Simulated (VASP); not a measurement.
# CdSe (F-43m) in VASP: notebook, part 2 of 2

VASP 6.6.1.

## (4) Electric field gradients, LDA (volume scaled by 0.99)

INCAR

```
SYSTEM = CdSe
ALGO = Normal
EDIFF = 1E-8
ENCUT = 520
GGA = CA
ISIF = 2
ISMEAR = -1
LASPH = .TRUE.
LCHARG = .FALSE.
LEFG = .TRUE.
LREAL = .FALSE.
LWAVE = .FALSE.
NBANDS = 16
NELM = 100
PREC = Accurate
SIGMA = 0.03
```

KPOINTS

```
k-points
0
G
  8 8 8
  0 0 0
```

POSCAR

```
CdSe
1.0
    0.0000000000      3.0600026564      3.0600026564
    3.0600026564      0.0000000000      3.0600026564
    3.0600026564      3.0600026564      0.0000000000
Cd Se
1 1
Direct
    0.0000000000      0.0000000000      0.0000000000
    0.2500000000      0.2500000000      0.2500000000
```

Potentials or basis: VASP PAW LDA potentials, release 64 (Cd, Se).

On the command line:

```sh
$ cat potpaw_LDA.64/Cd/POTCAR potpaw_LDA.64/Se/POTCAR > POTCAR
$ mpirun -np 1 vasp_std > vasp.out
```

OUTCAR:

```text
SYSTEM = CdSe
   EDIFF = 1E-8
   ENCUT = 520
   GGA = CA
   ISIF = 2
   ISMEAR = -1
   LASPH = .TRUE.
   LREAL = .FALSE.
   NELM = 100
   PREC = Accurate

 ion  position               nearest neighbor table
   1  0.000  0.000  0.000-   2 2.65   2 2.65   2 2.65   2 2.65
   2  0.250  0.250  0.250-   1 2.65   1 2.65   1 2.65   1 2.65

  LATTYP: Found a face centered cubic cell.
 ALAT       =     6.1200053128

  Lattice vectors:

 A1 = (   0.0000000000,   3.0600026564,   3.0600026564)
 A2 = (   3.0600026564,   0.0000000000,   3.0600026564)
 A3 = (   3.0600026564,   3.0600026564,   0.0000000000)

Analysis of symmetry for initial positions (statically):
=====================================================================
 Subroutine PRICEL returns:
 Original cell was already a primitive cell.

 Routine SETGRP: Setting up the symmetry group for a
 face centered cubic supercell.

 Subroutine GETGRP returns: Found 24 space group operations
 (whereof 24 operations were pure point group operations)
 out of a pool of 48 trial point group operations.

The static configuration has the point symmetry T_d .

Analysis of symmetry for dynamics (positions and initial velocities):
=====================================================================
 Subroutine PRICEL returns:
 Original cell was already a primitive cell.

 Routine SETGRP: Setting up the symmetry group for a
 face centered cubic supercell.

 Subroutine GETGRP returns: Found 24 space group operations
 (whereof 24 operations were pure point group operations)
 out of a pool of 48 trial point group operations.

The dynamic configuration has the point symmetry T_d .

 Subroutine INISYM returns: Found 24 space group operations
 (whereof 24 operations are pure point group operations),
[... 148 lines left out ...]
 Fermi energy:         0.8423846915

 k-point     1 :       0.0000    0.0000    0.0000
  band No.  band energies     occupation
      1     -11.8820      2.00000
      2      -7.2265      2.00000
      3      -7.2265      2.00000
      4      -7.2265      2.00000
      5      -6.8667      2.00000
      6      -6.8667      2.00000
[... 433 lines left out ...]
      3      -7.0778      2.00000
      4      -6.8866      2.00000
      5      -6.8513      2.00000
      6      -6.5048      2.00000
[... 8 lines left out ...]
     15      12.1248      0.00000
     16      13.0820      0.00000

 [... further k-points ...]
[... 5 lines left out ...]
  --------------------------------------------------------------------------------------
  -------------------------------------------------------------------------------------
  Total       -0.8726462     -0.8726462     -0.8726462      0.0000000      0.0000000     -0.0000000
  in kB      -24.3979519    -24.3979519    -24.3979519      0.0000000      0.0000000     -0.0000000
  external PRESSURE =     -24.3979519 kB  Pullay stress =       0.0000000 kB

 VOLUME and BASIS-vectors are now :
 -----------------------------------------------------------------------------
  energy-cutoff  :      520.00
  volume of cell :       57.31
      direct lattice vectors                 reciprocal lattice vectors
     0.000000000  3.060002656  3.060002656    -0.163398551  0.163398551  0.163398551
     3.060002656  0.000000000  3.060002656     0.163398551 -0.163398551  0.163398551
     3.060002656  3.060002656  0.000000000     0.163398551  0.163398551 -0.163398551

 POSITION                                       TOTAL-FORCE (eV/Angst)
 -----------------------------------------------------------------------------------
      0.00000      0.00000      0.00000        -0.000000     -0.000000     -0.000000
      1.53000      1.53000      1.53000         0.000000      0.000000      0.000000
 -----------------------------------------------------------------------------------
    total drift:                               -0.000000     -0.000000      0.000000

  FREE ENERGIE OF THE ION-ELECTRON SYSTEM (eV)
  ---------------------------------------------------
  free  energy   TOTEN  =        -6.7412074152 eV

  energy  without entropy=       -6.7411950034  energy(sigma->0) =       -6.74120121

 Electric field gradients (V/A^2)
---------------------------------------------------------------------
 ion       V_xx      V_yy      V_zz      V_xy      V_xz      V_yz
---------------------------------------------------------------------
   1      -0.000     0.000    -0.000    -0.002    -0.002    -0.002
   2      -0.000    -0.000    -0.000    -0.000    -0.000    -0.000
---------------------------------------------------------------------

 Electric field gradients after diagonalization (V/A^2)
 (convention: |V_zz| > |V_xx| > |V_yy|)
----------------------------------------------------------------------
 ion       V_xx      V_yy      V_zz     asymmetry (V_yy - V_xx)/ V_zz
----------------------------------------------------------------------
   1       0.002     0.002    -0.004       0.000
   2       0.000     0.000    -0.001       0.000
----------------------------------------------------------------------

           NMR quadrupolar parameters

 Cq : quadrupolar parameter    Cq=e*Q*V_zz/h
 eta: asymmetry parameters     (V_yy - V_xx)/ V_zz
 Q  : nuclear electric quadrupole moment in mb (millibarn)
----------------------------------------------------------------------
 ion       Cq(MHz)       eta       Q (mb)
----------------------------------------------------------------------
   1      -0.000       0.000       1.000
   2      -0.000       0.000       1.000
----------------------------------------------------------------------
```

OSZICAR:

```text
N       E                     dE             d eps       ncg     rms          rms(c)
DAV:   1     0.107851545236E+03    0.10785E+03   -0.87094E+03   944   0.101E+03
DAV:   2    -0.297921968260E+01   -0.11083E+03   -0.10410E+03  1168   0.250E+02
DAV:   3    -0.709585840782E+01   -0.41166E+01   -0.41102E+01  1072   0.499E+01
DAV:   4    -0.711510027623E+01   -0.19242E-01   -0.19241E-01  1216   0.337E+00
DAV:   5    -0.711522180511E+01   -0.12153E-03   -0.12153E-03  1104   0.229E-01    0.596E+00
DAV:   6    -0.677124758451E+01    0.34397E+00   -0.52471E-01  1384   0.894E+00    0.473E+00
DAV:   7    -0.674480240504E+01    0.26445E-01   -0.11143E-01  1128   0.233E+00    0.205E+00
DAV:   8    -0.674149807069E+01    0.33043E-02   -0.11502E-02  1040   0.131E+00    0.201E-01
DAV:   9    -0.674121447231E+01    0.28360E-03   -0.12464E-03  1168   0.473E-01    0.417E-02
DAV:  10    -0.674120250919E+01    0.11963E-04   -0.11337E-04  1080   0.144E-01    0.352E-02
DAV:  11    -0.674120781732E+01   -0.53081E-05   -0.17436E-05  1192   0.358E-02    0.136E-02
DAV:  12    -0.674120738910E+01    0.42822E-06   -0.11303E-06  1112   0.145E-02    0.559E-03
DAV:  13    -0.674120743274E+01   -0.43636E-07   -0.38567E-07  1096   0.416E-03    0.211E-03
DAV:  14    -0.674120741663E+01    0.16107E-07   -0.28040E-08  1040   0.111E-03    0.103E-03
DAV:  15    -0.674120741523E+01    0.13999E-08   -0.45926E-09   616   0.350E-04
   1 F= -.67412074E+01 E0= -.67412012E+01  d E =-.124118E-04
```

It used 17 s of CPU time on 1 thread of Intel Xeon 6975P-C, with other jobs on the host.

Results:

- Free energy: -6.7412 eV
- Pressure: -2.4 GPa
- Band gap on the k mesh: 0.33 eV, direct

Caveat: without QUAD_EFG the Cq values of the log hold for a quadrupole moment of 1 mb, not for the nuclei.
